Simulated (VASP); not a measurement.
C: single point with PBE

The system is C, a sheet with vacuum.

```
C
1.0
     4.91211    0.00000    0.00000
    -2.45605    4.25401    0.00000
     0.00000    0.00000   15.00000
C
7
Cartesian
  -1.2280 3.5450 7.4732
  2.4561 1.4180 7.4732
  1.2280 3.5450 7.4732
  1.2280 0.7090 7.5268
  0.0000 2.8360 7.5268
  3.6841 0.7090 7.5268
  2.4561 2.8360 7.5268
```

```
Program             : VASP 6.6.1
Task                : single point
Functional          : PBE
Potentials or basis : VASP PAW PBE potentials, release 64 (C)
Cutoff              : 520 eV
k mesh              : 6 × 6 × 1
Occupations         : gaussian, width 0.1 eV
Spin                : collinear spin
Starting moments    : [1.0, 1.0, 1.0, 1.0, 1.0, 1.0, 1.0] μB
```

The largest force is 1.768 eV/Å, the net moment is 1.06 μB per cell and the site moments are C -0.05, +0.17, +0.20 (each value once) μB. The valence electrons inside the program's atomic spheres are C 2.64, 2.42, 2.65 (each value once).

Forces on the atoms (eV/Å):
```
C   -0.520 -0.300  0.671
C    0.000  0.600  0.671
C    0.520 -0.300  0.671
C    1.488 -0.859 -0.419
C    0.000  1.718 -0.419
C   -1.488 -0.859 -0.419
C    0.000  0.000 -0.756
```

Levels at points of the mesh, in eV from the Fermi level:
Spin up:
| k point | band 12 | band 13 | band 14 | band 15 | band 16 | band 17 |
| --- | --- | --- | --- | --- | --- | --- |
| (0.00, 0.00, 0.00) | -1.94 | -1.94 | -0.51 | 1.99 | 1.99 | 2.40 |
| (0.50, 0.00, 0.00) | -3.37 | -2.27 | -1.26 | -0.53 | 1.22 | 3.37 |
Spin down:
| k point | band 11 | band 12 | band 13 | band 14 | band 15 | band 16 |
| --- | --- | --- | --- | --- | --- | --- |
| (0.00, 0.00, 0.00) | -4.38 | -1.66 | -1.66 | 0.44 | 2.34 | 2.34 |
| (0.50, 0.00, 0.00) | -4.22 | -3.11 | -1.99 | -0.87 | 0.30 | 1.57 |

It took 7.1 min on 1 thread of Intel(R) Xeon(R) Platinum 8375C CPU @ 2.90GHz (Ice Lake), on a shared host, peak memory 0.57 GiB.
